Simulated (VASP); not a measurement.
# B16P16H (a cell with a defect) in VASP: relaxation of the atoms with PBE

Aim: the relaxation of the atoms of B16P16H (a cell with a defect) with PBE.

Everything below comes from runs of VASP 6.6.1. Logs are shortened: lines on timing, memory, paths and dates and some standing lists are left out, and cuts for length are marked.

**1. The cell of the first run**

The cell holds a defect, 33 atoms: a = 7.878 Å, b = 7.878 Å, c = 7.878 Å, α = 109.47°, β = 109.47°, γ = 109.47°.

**2. Relaxation of the atoms, PBE (with an interstitial atom)**

Input file INCAR:

```
SYSTEM = B16P16H
PREC = Accurate
ENCUT = 520
EDIFF = 1E-7
ISMEAR = 0
SIGMA = 0.01
LREAL = Auto
LASPH = .True.
NELM = 60
ALGO = Normal
ISIF = 2
LWAVE = .False.
LCHARG = .False.
GGA = PE
IBRION = 2
NSW = 65
EDIFFG = -0.025
NELECT = 130.0
```

Input file KPOINTS:

```
Automatic mesh
0
Gamma
  2 2 2
  0.5 0.5 0.5
```

Input file POSCAR:

```
B16P16H
1.0
   -4.5481926827      4.5481926827      4.5481926827
    4.5481926827     -4.5481926827      4.5481926827
    4.5481926827      4.5481926827     -4.5481926827
B P H
16 16 1
Direct
    0.4996005885      0.4996005885      0.0005210233
    0.5009609568      0.7500000000      0.7500000000
    0.4996005885      0.0005210233      0.4996005885
    0.7500000000      0.2509204348      0.0003994115
    0.4994789767      0.2490795652      0.2490795652
    0.7500000000      0.5009609568      0.7500000000
    0.7500000000      0.7500000000      0.5009609568
   -0.0009609568     -0.0009609568     -0.0009609568
    0.7500000000      0.0003994115      0.2509204348
    0.0003994115      0.2509204348      0.7500000000
    0.0005210233      0.4996005885      0.4996005885
    0.2509204348      0.7500000000      0.0003994115
    0.0003994115      0.7500000000      0.2509204348
    0.2509204348      0.0003994115      0.7500000000
    0.2490795652      0.2490795652      0.4994789767
    0.2490795652      0.4994789767      0.2490795652
    0.2500000000      0.5000000000      0.0000000000
    0.2493707848      0.7500000000      0.7500000000
    0.2500000000      0.0000000000      0.5000000000
    0.5000000000      0.2500000000      0.0000000000
    0.2506292152      0.2506292152      0.2506292152
    0.4979589349      0.4979589349      0.7500000000
    0.4979589349      0.7500000000      0.4979589349
    0.7500000000      0.0020410651      0.0020410651
    0.5000000000      0.0000000000      0.2500000000
    0.7500000000      0.2493707848      0.7500000000
    0.7500000000      0.4979589349      0.4979589349
    0.0020410651      0.7500000000      0.0020410651
    0.7500000000      0.7500000000      0.2493707848
    0.0020410651      0.0020410651      0.7500000000
    0.0000000000      0.2500000000      0.5000000000
    0.0000000000      0.5000000000      0.2500000000
    0.7500000000      0.7500000000      0.7500000000
```

Potentials or basis: VASP PAW PBE potentials, release 64 (B, P, H).

Run with:

```
$ cat potpaw_PBE.64/B/POTCAR potpaw_PBE.64/P/POTCAR potpaw_PBE.64/H/POTCAR > POTCAR
$ mpirun -np 1 vasp_std > vasp.out
```

OUTCAR:

```text
SYSTEM = B16P16H
   PREC = Accurate
   ENCUT = 520
   EDIFF = 1E-7
   ISMEAR = 0
   LREAL = Auto
   LASPH = .True.
   NELM = 60
   ISIF = 2
   GGA = PE
   IBRION = 2
   NSW = 65
   EDIFFG = -0.025
   NELECT = 130.0

 ion  position               nearest neighbor table
   1  0.500  0.500  0.001-  22 1.96  20 1.97  17 1.97  29 1.97
   2  0.501  0.750  0.750-  24 1.98  23 1.98  22 1.98  18 1.98
   3  0.500  0.001  0.500-  23 1.96  19 1.97  25 1.97  26 1.97
   4  0.750  0.251  0.000-  24 1.96  20 1.97  32 1.97  26 1.97
   5  0.499  0.249  0.249-  27 1.96  25 1.97  20 1.97  21 1.97
   6  0.750  0.501  0.750-  28 1.98  27 1.98  22 1.98  26 1.98
[... 24 lines left out ...]
  31  0.000  0.250  0.500-  10 1.97  15 1.97  11 1.97   9 1.97
  32  0.000  0.500  0.250-   4 1.97  11 1.97  13 1.97  16 1.97
  33  0.750  0.750  0.750-

  LATTYP: Found a body centered cubic cell.
 ALAT       =     9.0963853654

  Lattice vectors:

 A1 = (  -4.5481926827,   4.5481926827,   4.5481926827)
 A2 = (   4.5481926827,  -4.5481926827,   4.5481926827)
 A3 = (   4.5481926827,   4.5481926827,  -4.5481926827)

Analysis of symmetry for initial positions (statically):
=====================================================================
 Subroutine PRICEL returns:
 Original cell was already a primitive cell.

 Routine SETGRP: Setting up the symmetry group for a
 body centered cubic supercell.

 Subroutine GETGRP returns: Found 24 space group operations
 (whereof  6 operations were pure point group operations)
 out of a pool of 48 trial point group operations.

The static configuration has the point symmetry C_3v.
 The point group associated with its full space group is T_d .

Analysis of symmetry for dynamics (positions and initial velocities):
=====================================================================
 Subroutine PRICEL returns:
 Original cell was already a primitive cell.

 Routine SETGRP: Setting up the symmetry group for a
 body centered cubic supercell.

 Subroutine GETGRP returns: Found 24 space group operations
 (whereof  6 operations were pure point group operations)
 out of a pool of 48 trial point group operations.

The dynamic configuration has the point symmetry C_3v.
 The point group associated with its full space group is T_d .

 Subroutine INISYM returns: Found 24 space group operations
 (whereof  6 operations are pure point group operations),
 and found     1 'primitive' translations

----------------------------------------------------------------------------------------

                                     Primitive cell

  volume of cell :     376.3367
[... 146 lines left out ...]
   IMIX   =      4    mixing-type and parameters
     AMIX     =   0.40;   BMIX     =  1.00
     AMIX_MAG =   1.60;   BMIX_MAG =  1.00
  volume/ion in A,a.u.               =      11.40        76.96
  Fermi-wavevector in a.u.,A,eV,Ry     =   1.148675  2.170681 17.952259  1.319454
  Thomas-Fermi vector in A             =   2.285349
   LORBIT       =      0    0 simple, 1 ext, 2 COOP (PROOUT), +10 PAW based schemes
   GGA     = PE    functional components
   LHFCALC =     F    Hartree Fock is set to
   AEXX    =    0.0000 exact exchange contribution
   IVDW    =     0    specifies the selected vdW correction
   LEPSILON=     F    determine dielectric tensor
   LRPA    =     F    only Hartree local field effects (RPA)
 conjugate gradient relaxation of ions
 non-spin polarized calculation
 Gauss-broadening in eV      SIGMA  =   0.01
  energy-cutoff  :      520.00
  volume of cell :      376.34
 maximum number of plane-waves:     10168
 NGX is ok and might be reduce to    60
   NGX = 29   NGY = 29   NGZ = 29

--------------------------------------- Ionic step        1  -------------------------------------------

 number of electron     130.0000007 magnetization

 Free energy of the ion-electron system (eV)
  ---------------------------------------------------
  ext. energy  EPLUGINS =         0.00000000
  ---------------------------------------------------
  free energy    TOTEN  =      -199.25809548 eV

  energy without entropy =     -199.25809548  energy(sigma->0) =     -199.25809548

------------------------ aborting loop because EDIFF is reached ----------------------------------------

  FORCE on cell =-STRESS in cart. coord.  units (eV):
  Direction    XX          YY          ZZ          XY          YZ          ZX
  --------------------------------------------------------------------------------------
  -------------------------------------------------------------------------------------
  Total       12.9028517     12.9028517     12.9028517      0.0000000     -0.0000000     -0.0000000
  in kB       54.9312814     54.9312814     54.9312814      0.0000000     -0.0000000     -0.0000000
  external PRESSURE =      54.9312814 kB  Pullay stress =       0.0000000 kB
[... 188 lines left out ...]
--------------------------------------- Ionic step        4  -------------------------------------------

 number of electron     130.0000008 magnetization

 Free energy of the ion-electron system (eV)
  ---------------------------------------------------
  ext. energy  EPLUGINS =         0.00000000
  ---------------------------------------------------
  free energy    TOTEN  =      -199.27814015 eV

  energy without entropy =     -199.27814015  energy(sigma->0) =     -199.27814015

 E-fermi :   8.0689     XC(G=0): -10.9613

 val. band max:        7.9882432819   @ k =  -0.2500   0.2500   0.2500
 cond. band min:       8.9675975725   @ k =  -0.2500   0.2500   0.2500
 fundamental gap:      0.9793542906
 Fermi energy:         8.0688501325

 k-point     1 :       0.2500    0.2500    0.2500
  band No.  band energies     occupation
      1      -7.0768      2.00000
      2      -6.9622      2.00000
      3      -6.9622      2.00000
      4      -6.9622      2.00000
      5      -4.4629      2.00000
      6      -4.3972      2.00000
[... 69 lines left out ...]
     76       9.9339      0.00000
     77      11.1134      0.00000

 k-point     2 :      -0.2500    0.2500    0.2500
  band No.  band energies     occupation
      1      -7.7225      2.00000
      2      -6.3789      2.00000
      3      -6.2778      2.00000
      4      -6.2047      2.00000
      5      -6.2047      2.00000
      6      -5.1268      2.00000
[... 69 lines left out ...]
     76      11.2363      0.00000
     77      11.3018      0.00000
 [bands above 77 left out]

------------------------ aborting loop because EDIFF is reached ----------------------------------------

  FORCE on cell =-STRESS in cart. coord.  units (eV):
  Direction    XX          YY          ZZ          XY          YZ          ZX
  --------------------------------------------------------------------------------------
  -------------------------------------------------------------------------------------
  Total       13.0567715     13.0567715     13.0567715     -0.0000000     -0.0000000      0.0000000
  in kB       55.5865640     55.5865640     55.5865640     -0.0000000     -0.0000000      0.0000000
  external PRESSURE =      55.5865640 kB  Pullay stress =       0.0000000 kB
[... 48 lines left out ...]
  FREE ENERGIE OF THE ION-ELECTRON SYSTEM (eV)
  ---------------------------------------------------
  free  energy   TOTEN  =      -199.2781401489 eV

  energy  without entropy=     -199.2781401489  energy(sigma->0) =     -199.27814015

 reached required accuracy - stopping structural energy minimisation
```

OSZICAR:

```text
N       E                     dE             d eps       ncg     rms          rms(c)
DAV:   1     0.455996512175E+03    0.45600E+03   -0.58038E+04   328   0.142E+03
DAV:   2    -0.168964824562E+03   -0.62496E+03   -0.59396E+03   406   0.234E+02
DAV:   3    -0.210043082100E+03   -0.41078E+02   -0.40659E+02   408   0.564E+01
[... 35 lines left out ...]
DAV:   2    -0.199278163295E+03   -0.21543E-03   -0.32914E-03   408   0.181E-01    0.497E-02
DAV:   3    -0.199278146024E+03    0.17271E-04   -0.13024E-04   392   0.387E-02    0.378E-02
DAV:   4    -0.199278140463E+03    0.55614E-05   -0.27667E-05   400   0.162E-02    0.149E-02
DAV:   5    -0.199278140155E+03    0.30780E-06   -0.41642E-06   408   0.696E-03    0.451E-03
DAV:   6    -0.199278140149E+03    0.59536E-08   -0.67594E-07   360   0.262E-03
   4 F= -.19927814E+03 E0= -.19927814E+03  d E =-.149913E-02
```

CONTCAR:

```text
B16P16H
   1.00000000000000
    -4.5481926826999999    4.5481926826999999    4.5481926826999999
     4.5481926826999999   -4.5481926826999999    4.5481926826999999
     4.5481926826999999    4.5481926826999999   -4.5481926826999999
  B               P               H
    16    16     1
Direct
     0.4991929264812419    0.4991929264812419    0.9998221966298152
     0.5036046628172474    0.7500000000000000    0.7500000000000000
     0.4991929264812419    0.9998221966298152    0.4991929264812419
     0.7500000000000000    0.2506292701485732    0.0008070735187581
     0.5001778033701848    0.2493707298514267    0.2493707298514267
     0.7500000000000000    0.5036046628172474    0.7500000000000000
[... 25 lines left out ...]
     0.0000000000000000    0.5000000000000000    0.2500000000000000
     0.7500000000000000    0.7500000000000000    0.7500000000000000

  0.00000000E+00  0.00000000E+00  0.00000000E+00
  0.00000000E+00  0.00000000E+00  0.00000000E+00
  0.00000000E+00  0.00000000E+00  0.00000000E+00
  0.00000000E+00  0.00000000E+00  0.00000000E+00
  0.00000000E+00  0.00000000E+00  0.00000000E+00
  0.00000000E+00  0.00000000E+00  0.00000000E+00
[... 25 lines left out ...]
  0.00000000E+00  0.00000000E+00  0.00000000E+00
  0.00000000E+00  0.00000000E+00  0.00000000E+00
```

Wall time 7.1 min (1 thread of Oxide Virtual Turin-like, shared host); peak memory 0.48 GiB.

Results:

- Free energy: -199.2781 eV
- Energy gained by relaxing: 0.6 meV/atom
- Ionic steps: 4
- Largest force after relaxing: 0.020 eV/Å

Forces on the atoms (eV/Å):
```
B    0.014  0.014  0.005
B   -0.008  0.008  0.008
B    0.014  0.005  0.014
B   -0.005 -0.014  0.014
B    0.005 -0.014 -0.014
B    0.008 -0.008  0.008
B    0.008  0.008 -0.008
B   -0.008 -0.008 -0.008
B   -0.005  0.014 -0.014
B    0.014 -0.014 -0.005
B    0.005  0.014  0.014
B   -0.014 -0.005  0.014
B    0.014 -0.005 -0.014
B   -0.014  0.014 -0.005
B   -0.014 -0.014  0.005
B   -0.014  0.005 -0.014
P    0.000  0.000  0.000
P   -0.009  0.009  0.009
P    0.000  0.000  0.000
P    0.000  0.000  0.000
P   -0.009 -0.009 -0.009
P    0.000  0.000  0.017
P    0.000  0.017  0.000
P   -0.017  0.000  0.000
P    0.000  0.000  0.000
P    0.009 -0.009  0.009
P    0.017  0.000  0.000
P    0.000 -0.017  0.000
P    0.009  0.009 -0.009
P    0.000  0.000 -0.017
P    0.000  0.000  0.000
P    0.000  0.000  0.000
H    0.000  0.000  0.000
```

The path:
```csv
step,energy change (eV),largest force (eV/Å),pressure (GPa)
1,0.0000,0.3969,5.49
2,-0.0184,0.1125,5.55
3,-0.0185,0.0892,5.55
4,-0.0200,0.0204,5.56
```

Final structure:
```
B P H
1.0
    -4.54819    4.54819    4.54819
     4.54819   -4.54819    4.54819
     4.54819    4.54819   -4.54819
B P H
16 16 1
Cartesian
  4.5474 4.5474 -0.0065
  4.5318 2.2905 2.2905
  4.5474 -0.0065 4.5474
  -2.2676 2.2749 4.5474
  -0.0065 2.2749 2.2749
  2.2905 4.5318 2.2905
  2.2905 2.2905 4.5318
  4.5318 4.5318 4.5318
  -2.2676 4.5474 2.2749
  4.5474 2.2749 -2.2676
  -0.0065 4.5474 4.5474
  2.2749 -2.2676 4.5474
  4.5474 -2.2676 2.2749
  2.2749 4.5474 -2.2676
  2.2749 2.2749 -0.0065
  2.2749 -0.0065 2.2749
  1.1370 -1.1370 3.4111
  5.6905 1.1318 1.1318
  1.1370 3.4111 -1.1370
  -1.1370 1.1370 3.4111
  1.1423 1.1423 1.1423
  3.4111 3.4111 1.1205
  3.4111 1.1205 3.4111
  -3.3946 3.4111 3.4111
  -1.1370 3.4111 1.1370
  1.1318 5.6905 1.1318
  1.1205 3.4111 3.4111
  3.4111 -3.3946 3.4111
  1.1318 1.1318 5.6905
  3.4111 3.4111 -3.3946
  3.4111 1.1370 -1.1370
  3.4111 -1.1370 1.1370
  3.4111 3.4111 3.4111
```

Caveat: the cell carries a net charge on a neutralising background, which shifts energy and pressure; the cell differs from its parent crystal (with an interstitial atom); the cell is charged against a uniform background, so pressure and absolute levels hang on convention.
